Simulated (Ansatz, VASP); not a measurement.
Mg2FeH6 in VASP and in Ansatz

```
CELL_PARAMETERS angstrom
0.00000 3.24079 3.24079
3.24079 0.00000 3.24079
3.24079 3.24079 0.00000
ATOMIC_POSITIONS crystal
Mg 0.25000 0.25000 0.25000
Mg 0.75000 0.75000 0.75000
Fe 0.00000 0.00000 0.00000
H 0.76060 0.23940 0.23940
H 0.23940 0.76060 0.23940
H 0.23940 0.76060 0.76060
H 0.76060 0.23940 0.76060
H 0.23940 0.23940 0.76060
H 0.76060 0.76060 0.23940
```

Alike in both runs: functional LDA; k mesh 8 × 8 × 8; occupations gaussian, width 0.02 eV; no spin polarisation.

Ansatz relaxed the structure, and its values are those at the end. VASP's run is a single point on that final structure, the one shown.

```csv
,VASP,Ansatz
version,VASP 6.6.1,Ansatz 0.2.0
potentials or method,"VASP PAW LDA potentials, release 64 (Mg, Fe, H), cutoff 520 eV","scalar-relativistic, plane waves, PAW"
valence electrons in the cell,18,42
```

VASP gave:

- gap on the k mesh at the Fermi level (eV): 1.70
- least direct gap on the mesh (eV): 1.71
- pressure (GPa): -7.5
- rms of the force components (eV/Å): 0.016

Problem. Estimate Ansatz's values.

Solution. gap on the k mesh at the Fermi level (eV): 1.72; least direct gap on the mesh (eV): 1.72; pressure (GPa): -7.0; rms of the force components (eV/Å): 0.000.

LDA's correlation is that of Perdew and Zunger in VASP and of Perdew and Wang (1992) in Ansatz. VASP's potentials hold 18 valence electrons a cell and Ansatz's 42, so a difference there can come from the potentials and not from the codes. Ansatz's warnings: stress scf threshold loose.
